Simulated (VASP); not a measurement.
Runs of VASP 6.6.1 on InAs (ordered beta-tin type). The structure is that of space group I-4m2 (No. 119), or close to it. The cells are those of the table. 

```tsv
task	cell	cutoff (eV)	gap on the mesh (eV)	pressure (GPa)
relaxation of cell and atoms	relaxed to 4 GPa from a = 4.005 Å, angles 97.5, 97.5, 137.7°, 2 atoms	600	none	4.0
single point	a = 3.886 Å, angles 97.4, 97.4, 137.8°, 2 atoms	520	none	(a)
single point	a = 4.059 Å, angles 97.5, 97.5, 137.6°, 2 atoms	520	none	4.1
relaxation of cell and atoms	relaxed to 20 GPa from a = 3.926 Å, angles 97.0, 97.0, 139.0°, 2 atoms	600	none	20.0
```

Alike in all rows: level PBEsol; potentials or basis VASP PAW PBE potentials, release 64 (In_d, As); no spin polarisation; k mesh 16 × 16 × 16; smearing gaussian 0.1 eV.

Estimate the missing entries.

(a) 20.3.

Caveats: the PAW data sets were made with another functional, which shifts forces and pressure a little; spin-orbit coupling is left out, which moves the levels of the heavy elements; the cell is relaxed towards a set pressure, so the enthalpy falls and the energy may rise (some runs).

A k mesh can miss the band edges, and the runs leave out spin-orbit coupling on As, In.

A gap of «none» marks levels without a gap at the run's occupations.
